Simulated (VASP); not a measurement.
# Rb (Pm-3m) in VASP: a series of runs

The runs below take Rb through single point, with RPBE.

Program: VASP 6.6.1. These are calculated values, not measurements. Logs are shortened: lines on timing, memory, paths and dates and some standing lists are left out, and cuts for length are marked.

**1. The cell of the first run**

The structure is cubic, space group Pm-3m (No. 221). The conventional cell has a = 4.781 Å, b = 4.781 Å, c = 4.781 Å, α = 90.00°, β = 90.00°, γ = 90.00°.

This isn't the form of Rb at room conditions, which is bcc.

**2. Single point, RPBE**

Contents of INCAR:

```
  PREC = Accurate
  ENCUT = 520
  EDIFF = 1E-6
  ISMEAR = -1
  SIGMA = 0.1
  LREAL = F
  LASPH = T
  NELM = 80
  ALGO = Normal
  ISIF = 2
  LWAVE = F
  LCHARG = T
  GGA = RP
  LELF = T
  LVHAR = T
  NBANDS = 10
```

Contents of KPOINTS:

```
regular mesh
0
Gamma
  7 7 7
```

Contents of POSCAR:

```
Rb
1.0
    4.7806263217      0.0000000000      0.0000000000
    0.0000000000      4.7806263217      0.0000000000
    0.0000000000      0.0000000000      4.7806263217
Rb
1
Direct
    0.0000000000      0.0000000000      0.0000000000
```

Potentials or basis: VASP PAW PBE potentials, release 64 (Rb_sv).

The run is started by

```bash
$ cat potpaw_PBE.64/Rb_sv/POTCAR > POTCAR
$ mpirun -np 1 vasp_std > vasp.out
```

OUTCAR:

```text
PREC = Accurate
   ENCUT = 520
   EDIFF = 1E-6
   ISMEAR = -1
   LREAL = F
   LASPH = T
   NELM = 80
   ISIF = 2
   GGA = RP

 ion  position               nearest neighbor table
   1  0.000  0.000  0.000-

  LATTYP: Found a simple cubic cell.
 ALAT       =     4.7806263217

  Lattice vectors:

 A1 = (   4.7806263217,   0.0000000000,   0.0000000000)
 A2 = (   0.0000000000,   4.7806263217,   0.0000000000)
 A3 = (   0.0000000000,   0.0000000000,   4.7806263217)

Analysis of symmetry for initial positions (statically):
=====================================================================
 Subroutine PRICEL returns:
 Original cell was already a primitive cell.

 Routine SETGRP: Setting up the symmetry group for a
 simple cubic supercell.

 Subroutine GETGRP returns: Found 48 space group operations
 (whereof 48 operations were pure point group operations)
 out of a pool of 48 trial point group operations.

The static configuration has the point symmetry O_h .

Analysis of symmetry for dynamics (positions and initial velocities):
=====================================================================
 Subroutine PRICEL returns:
 Original cell was already a primitive cell.

 Routine SETGRP: Setting up the symmetry group for a
 simple cubic supercell.

 Subroutine GETGRP returns: Found 48 space group operations
 (whereof 48 operations were pure point group operations)
 out of a pool of 48 trial point group operations.

The dynamic configuration has the point symmetry O_h .

 Subroutine INISYM returns: Found 48 space group operations
 (whereof 48 operations are pure point group operations),
 and found     1 'primitive' translations

----------------------------------------------------------------------------------------

                                     Primitive cell

  volume of cell :     109.2583

  direct lattice vectors                    reciprocal lattice vectors
     4.780626322  0.000000000  0.000000000     0.209177612  0.000000000  0.000000000
     0.000000000  4.780626322  0.000000000     0.000000000  0.209177612  0.000000000
     0.000000000  0.000000000  4.780626322     0.000000000  0.000000000  0.209177612

  length of vectors
     4.780626322  4.780626322  4.780626322     0.209177612  0.209177612  0.209177612

  position of ions in fractional coordinates (direct lattice)
     0.000000000  0.000000000  0.000000000

  ion indices of the primitive-cell ions
   primitive index   ion index
                 1           1

----------------------------------------------------------------------------------------

 KPOINTS: regular mesh

Automatic generation of k-mesh.
 Grid dimensions read from file:
 generate k-points for:    7    7    7

 Generating k-lattice:

  Cartesian coordinates                     Fractional coordinates (reciprocal lattice)
     0.029882516  0.000000000  0.000000000     0.142857143  0.000000000  0.000000000
     0.000000000  0.029882516  0.000000000     0.000000000  0.142857143  0.000000000
     0.000000000  0.000000000  0.029882516     0.000000000  0.000000000  0.142857143

  Length of vectors
     0.029882516  0.029882516  0.029882516

  Shift w.r.t. Gamma in fractional coordinates (k-lattice)
     0.000000000  0.000000000  0.000000000

 Subroutine IBZKPT returns following result:
 ===========================================

 Found     20 irreducible k-points:

 Following reciprocal coordinates:
            Coordinates               Weight
  0.000000  0.000000  0.000000      1.000000
  0.142857  0.000000  0.000000      6.000000
  0.285714  0.000000  0.000000      6.000000
  0.428571  0.000000  0.000000      6.000000
  0.142857  0.142857  0.000000     12.000000
  0.285714  0.142857  0.000000     24.000000
[... 12 lines left out ...]
  0.428571  0.428571  0.285714     24.000000
  0.428571  0.428571  0.428571      8.000000
   k-points           NKPTS =     20   k-points in BZ     NKDIM =     20   number of bands    NBANDS=     10
   number of dos      NEDOS =    301   number of ions     NIONS =      1
   total plane-waves  NPLWV =  46656
   dimension x,y,z NGX =    36 NGY =   36 NGZ =   36
   dimension x,y,z NGXF=    72 NGYF=   72 NGZF=   72
   ions per type =               1
   NGX,Y,Z   is equivalent  to a cutoff of  12.52, 12.52, 12.52 a.u.
   NGXF,Y,Z  is equivalent  to a cutoff of  25.04, 25.04, 25.04 a.u.
 SYSTEM =  unknown system
   PREC   = accura    normal or accurate (medium, high low for compatibility)
   ISTART =      0    job   : 0-new  1-cont  2-samecut
   ICHARG =      2    charge: 1-file 2-atom 10-const
   ISPIN  =      1    spin polarized calculation?
   LNONCOLLINEAR =      F non collinear calculations
   LSORBIT =      F    spin-orbit coupling
   LASPH  =      T    aspherical Exc in radial PAW
   ENCUT  =  520.0 eV  38.22 Ry    6.18 a.u.   8.89  8.89  8.89*2*pi/ulx,y,z
   NELM   =     80;   NELMIN=  2; NELMDL= -5     # of ELM steps
   EDIFF  = 0.1E-05   stopping-criterion for ELM
   LREAL  =      F    real-space projection
   EDIFFG = 0.1E-04   stopping-criterion for IOM
   NSW    =      0    number of steps for IOM
   IBRION =     -1    ionic relax: 0-MD 1-quasi-New 2-CG
   NFREE  =      0    steps in history (QN), initial steepest desc. (CG)
   ISIF   =      2    stress and relaxation
   ISYM   =      2    0-nonsym 1-usesym 2-fastsym
   POTIM  = 0.5000    time-step for ionic-motion
   TEBEG  =    0.0;   TEEND  =   0.0 temperature during run
   PSTRESS=    0.0 pullay stress
   NELECT =       9.0000    total number of electrons
   NUPDOWN=      -1.0000    fix difference up-down
   EMIN   =  10.00;   EMAX   =-10.00  energy-range for DOS
   EFERMI =   0.00;   METHOD = LEGACY
   ISMEAR =    -1;   SIGMA  =   0.10  broadening in eV -4-tet -1-fermi 0-gaus
   EFERMI_NEDOS =   21; number of points for ismear=-14 and -15
   IALGO  =     38    algorithm
   IMIX   =      4    mixing-type and parameters
     AMIX     =   0.40;   BMIX     =  1.00
     AMIX_MAG =   1.60;   BMIX_MAG =  1.00
  volume/ion in A,a.u.               =     109.26       737.31
  Fermi-wavevector in a.u.,A,eV,Ry     =   0.712313  1.346076  6.903457  0.507390
  Thomas-Fermi vector in A             =   1.799655
   LORBIT       =      0    0 simple, 1 ext, 2 COOP (PROOUT), +10 PAW based schemes
   GGA     = RP    functional components
   LHFCALC =     F    Hartree Fock is set to
   AEXX    =    0.0000 exact exchange contribution
   IVDW    =     0    specifies the selected vdW correction
   LEPSILON=     F    determine dielectric tensor
   LRPA    =     F    only Hartree local field effects (RPA)
 non-spin polarized calculation
  energy-cutoff  :      520.00
  volume of cell :      109.26
 maximum number of plane-waves:      2968
 NGX is ok and might be reduce to    36
   NGX = 17   NGY = 17   NGZ = 17

 number of electron       9.0000000 magnetization

 Free energy of the ion-electron system (eV)
  ---------------------------------------------------
  ext. energy  EPLUGINS =         0.00000000
  ---------------------------------------------------
  free energy    TOTEN  =        -0.74810610 eV

  energy without entropy =       -0.71856483  energy(sigma->0) =       -0.73333547

 E-fermi :  -0.2220     XC(G=0):  -4.9135

 val. band max:       -0.3231633159   @ k =   0.4286   0.1429   0.1429
 cond. band min:      -0.1781632054   @ k =   0.2857   0.2857   0.2857
 fundamental gap:      0.1450001104
 Fermi energy:        -0.2220491161

 k-point     1 :       0.0000    0.0000    0.0000
  band No.  band energies     occupation
      1     -29.4073      2.00000
      2     -13.4605      2.00000
      3     -13.4605      2.00000
      4     -13.4605      2.00000
      5      -1.9519      2.00000
      6       2.1398      0.00000
      7       2.1398      0.00000
      8       5.0897      0.00000
      9       5.0898      0.00000
     10       5.0906      0.00000

 k-point     2 :       0.1429    0.0000    0.0000
  band No.  band energies     occupation
      1     -29.4068      2.00000
      2     -13.4761      2.00000
      3     -13.4593      2.00000
      4     -13.4593      2.00000
      5      -1.7904      2.00000
      6       1.9812      0.00000
      7       2.2228      0.00000
      8       4.5603      0.00000
      9       4.5603      0.00000
     10       4.5848      0.00000

 k-point     3 :       0.2857    0.0000    0.0000
  band No.  band energies     occupation
      1     -29.4057      2.00000
      2     -13.5106      2.00000
      3     -13.4563      2.00000
      4     -13.4563      2.00000
      5      -1.3267      1.99997
      6       1.3082      0.00000
      7       2.4384      0.00000
      8       4.0599      0.00000
      9       4.0599      0.00000
     10       4.6684      0.00000

 k-point     4 :       0.4286    0.0000    0.0000
  band No.  band energies     occupation
      1     -29.4048      2.00000
      2     -13.5380      2.00000
      3     -13.4540      2.00000
      4     -13.4540      2.00000
      5      -0.6259      1.96538
      6       0.3642      0.00567
      7       2.6558      0.00000
      8       3.7875      0.00000
      9       3.7875      0.00000
     10       5.5286      0.00000
[... 170 lines left out ...]
 k-point    18 :       0.4286    0.2857    0.2857
  band No.  band energies     occupation
      1     -29.4016      2.00000
      2     -13.5264      2.00000
      3     -13.4980      2.00000
      4     -13.4965      2.00000
      5       0.4244      0.00311
      6       1.2613      0.00000
      7       2.1305      0.00000
      8       3.0081      0.00000
      9       3.1468      0.00000
     10       3.6139      0.00000

 k-point    19 :       0.4286    0.4286    0.2857
  band No.  band energies     occupation
      1     -29.4007      2.00000
      2     -13.5233      2.00000
      3     -13.5230      2.00000
      4     -13.4945      2.00000
      5       0.8849      0.00003
      6       1.6391      0.00000
      7       1.6997      0.00000
      8       2.5901      0.00000
      9       3.4780      0.00000
     10       3.6943      0.00000

 k-point    20 :       0.4286    0.4286    0.4286
  band No.  band energies     occupation
      1     -29.3999      2.00000
      2     -13.5204      2.00000
      3     -13.5199      2.00000
      4     -13.5199      2.00000
      5       1.2900      0.00000
      6       1.6847      0.00000
      7       1.6847      0.00000
      8       3.0943      0.00000
      9       3.4928      0.00000
     10       3.4929      0.00000

------------------------ aborting loop because EDIFF is reached ----------------------------------------

  FORCE on cell =-STRESS in cart. coord.  units (eV):
  Direction    XX          YY          ZZ          XY          YZ          ZX
  --------------------------------------------------------------------------------------
  -------------------------------------------------------------------------------------
  Total        0.0051536      0.0051536      0.0051536     -0.0000000      0.0000000     -0.0000000
  in kB        0.0755730      0.0755730      0.0755730     -0.0000000      0.0000000     -0.0000000
  external PRESSURE =       0.0755730 kB  Pullay stress =       0.0000000 kB

 VOLUME and BASIS-vectors are now :
 -----------------------------------------------------------------------------
  energy-cutoff  :      520.00
  volume of cell :      109.26
      direct lattice vectors                 reciprocal lattice vectors
     4.780626322  0.000000000  0.000000000     0.209177612  0.000000000  0.000000000
     0.000000000  4.780626322  0.000000000     0.000000000  0.209177612  0.000000000
     0.000000000  0.000000000  4.780626322     0.000000000  0.000000000  0.209177612

 POSITION                                       TOTAL-FORCE (eV/Angst)
 -----------------------------------------------------------------------------------
      0.00000      0.00000      0.00000         0.000000      0.000000      0.000000
 -----------------------------------------------------------------------------------
    total drift:                                0.000000      0.000000     -0.000000

  FREE ENERGIE OF THE ION-ELECTRON SYSTEM (eV)
  ---------------------------------------------------
  free  energy   TOTEN  =        -0.7481061041 eV

  energy  without entropy=       -0.7185648300  energy(sigma->0) =       -0.73333547
```

Run time: 15 s. Hardware: 1 thread of Intel Xeon Platinum 8488C (Sapphire Rapids), shared host; peak memory 0.19 GiB.

Results:

```yaml
Free_energy: -0.7481 eV
Pressure: 0.0 GPa
Band_gap_on_the_k_mesh: zero (an odd number of electrons rules out a gap without spin polarisation)
```

Caveat: the PAW data sets were made with another functional, which shifts forces and pressure a little.

**3. Single point, RPBE (96.15 Å³/atom)**

This run uses another cell than the first one, of 96.15 Å³/atom.

Contents of INCAR:

```
PREC     = Accurate       # precision mode
ENCUT    = 520            # plane-wave cutoff, eV
EDIFF    = 1E-6           # SCF threshold, eV
ISMEAR   = -1             # smearing method
SIGMA    = 0.1            # smearing width, eV
LREAL    = F              # projectors in reciprocal space
LASPH    = T              # aspherical terms in the spheres
NELM     = 100            # most SCF steps
ALGO     = Normal         # electronic algorithm
ISIF     = 2              # what is computed and relaxed
LWAVE    = F              # write WAVECAR
LCHARG   = T              # write CHGCAR
GGA      = RP             # functional
LELF     = T              # ELF
LVHAR    = T            
NBANDS   = 10             # bands
```

Contents of KPOINTS:

```
regular mesh
0
Gamma
  8 8 8
```

Contents of POSCAR:

```
Rb
1.0
    4.5811975774      0.0000000000      0.0000000000
    0.0000000000      4.5811975774      0.0000000000
    0.0000000000      0.0000000000      4.5811975774
Rb
1
Direct
    0.0000000000      0.0000000000      0.0000000000
```

Potentials or basis: VASP PAW PBE potentials, release 64 (Rb_sv).

The run is started by

```bash
$ cat potpaw_PBE.64/Rb_sv/POTCAR > POTCAR
$ mpirun -np 1 vasp_std > vasp.out
```

Wall time 20 s (1 thread of Intel Xeon Platinum 8488C (Sapphire Rapids), shared host); peak memory 0.2 GiB.

It converged, with:

```
Free energy            : -0.7375 eV
Pressure               : 0.3 GPa
Band gap on the k mesh : zero (an odd number of electrons rules out a gap without spin polarisation)
```

Levels at points of the mesh, in eV from the Fermi level:
```tsv
k point	band 1	band 2	band 3	band 4	band 5	band 6	band 7	band 8
(0.00, 0.00, 0.00)	-29.16	-13.20	-13.20	-13.20	-1.90	2.36	2.36	5.77
(0.50, 0.00, 0.00)	-29.15	-13.32	-13.19	-13.19	-0.12	0.26	2.96	4.12
(0.50, 0.50, 0.00)	-29.15	-13.31	-13.31	-13.18	0.77	1.76	2.11	2.11
(0.50, 0.50, 0.50)	-29.14	-13.29	-13.29	-13.29	1.80	1.80	1.80	3.53
```

Caveat: the PAW data sets were made with another functional, which shifts forces and pressure a little.

**4. Single point, RPBE (100.52 Å³/atom)**

This run uses another cell than the first one, of 100.52 Å³/atom.

Contents of INCAR:

```
PREC = Accurate ; ENCUT = 520
EDIFF = 1E-7 ; ISMEAR = -1
SIGMA = 0.1 ; LREAL = F
LASPH = T ; NELM = 100
ALGO = Normal ; ISIF = 2
LWAVE = F ; LCHARG = F
GGA = RP ; NBANDS = 10
```

KPOINTS is that of step 3.

Contents of POSCAR:

```
Rb
1.0
    4.6495837428      0.0000000000      0.0000000000
    0.0000000000      4.6495837428      0.0000000000
    0.0000000000      0.0000000000      4.6495837428
Rb
1
Direct
    0.0000000000      0.0000000000      0.0000000000
```

The run is started by

```bash
$ cat potpaw_PBE.64/Rb_sv/POTCAR > POTCAR
$ mpirun -np 1 vasp_std > vasp.out
```

It took 21 s on 1 thread of Intel Xeon Platinum 8488C (Sapphire Rapids), shared host; peak memory 0.21 GiB.

It converged, with:

- Free energy: -0.7439 eV
- Pressure: 0.2 GPa
- Band gap on the k mesh: zero (an odd number of electrons rules out a gap without spin polarisation)

Levels at points of the mesh, in eV from the Fermi level:
```tsv
k point	band 1	band 2	band 3	band 4	band 5	band 6	band 7	band 8
(0.00, 0.00, 0.00)	-29.17	-13.21	-13.21	-13.21	-1.84	2.36	2.36	5.60
(0.50, 0.00, 0.00)	-29.17	-13.32	-13.21	-13.21	-0.12	0.26	2.94	4.06
(0.50, 0.50, 0.00)	-29.16	-13.31	-13.31	-13.20	0.81	1.71	2.04	2.04
(0.50, 0.50, 0.50)	-29.16	-13.30	-13.30	-13.30	1.82	1.82	1.82	3.49
```

Caveat: the PAW data sets were made with another functional, which shifts forces and pressure a little.

(Part 1 of 2 ends here.)
